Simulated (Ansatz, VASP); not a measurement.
**One calculation of Mo, two programs**

File POSCAR:

```
Mo
1.0
    0.0000000000      1.9395086539      1.9395086539
    1.9395086539      0.0000000000      1.9395086539
    1.9395086539      1.9395086539      0.0000000000
Mo
1
Direct
    0.0000000000      0.0000000000      0.0000000000
```

File INCAR.step1:

```
SYSTEM = Mo
PREC = Accurate ; ENCUT = 520
ISMEAR = -1 ; SIGMA = 0.1
LREAL = .FALSE. ; LASPH = .TRUE.
NELM = 60 ; NBANDS = 13
GGA = PE ; ALGO = Normal
EDIFF = 1E-4 ; LWAVE = .TRUE.
LCHARG = .FALSE.
```

Contents of INCAR.step2:

```
SYSTEM = Mo
PREC = Accurate ; ENCUT = 520
EDIFF = 1E-7 ; ISMEAR = -1
SIGMA = 0.1 ; LREAL = .FALSE.
LASPH = .TRUE. ; NELM = 60
ALGO = Normal ; ISIF = 2
LWAVE = .FALSE. ; LCHARG = .FALSE.
METAGGA = R2SCAN ; LMIXTAU = .TRUE.
NBANDS = 13 ; ISTART = 1
```

KPOINTS

```
Automatic mesh
0
G
  15 15 15
  0 0 0
```

Input for Ansatz:

```yaml
crystal:
  lattice:
    - [0.0, 1.9395086539, 1.9395086539]
    - [1.9395086539, 0.0, 1.9395086539]
    - [1.9395086539, 1.9395086539, 0.0]
  atoms:
    - { symbol: Mo, position: [0.0, 0.0, 0.0] }
hamiltonian:
  xc: r2scan
  pseudopotentials:
    kind: paw
    azcp:
      Mo: "pseudopotentials/Mo.paw.azcp"
basis:
  ecutwfc: 500
  fft_grid_basis: typed
kpoints:
  mp_grid: { grid: [15, 15, 15], shift: [0, 0, 0] }
magnetization:
  spin_polarized: false
scf:
  occupations: { method: fermi_dirac, width: 0.1 }
  lower_state_search: "off"
output:
  stress: true
  write_density: true
  write_potential: true
  elf: true
  volumetric_format: npy
```

Alike in both runs: task single point; functional r2SCAN; k mesh 15 × 15 × 15; occupations fermi-dirac, width 0.1 eV; no spin polarisation.

|  | VASP | Ansatz |
| --- | --- | --- |
| version | VASP 6.6.1 | Ansatz 0.2.0 |
| potentials or method | VASP PAW PBE potentials, release 64 (Mo_sv), cutoff 520 eV | plane waves (500 eV) with PAW, scalar-relativistic |
| valence electrons in the cell | 14 | 14 |

|  | VASP | Ansatz | Ansatz less VASP |
| --- | --- | --- | --- |
| pressure (GPa) | 26.4 | 24.9 | -1.47 |

VASP's potentials were made for PBE, not for r2SCAN. With one functional, cell and mesh, what is left measures potentials, basis and numerics.
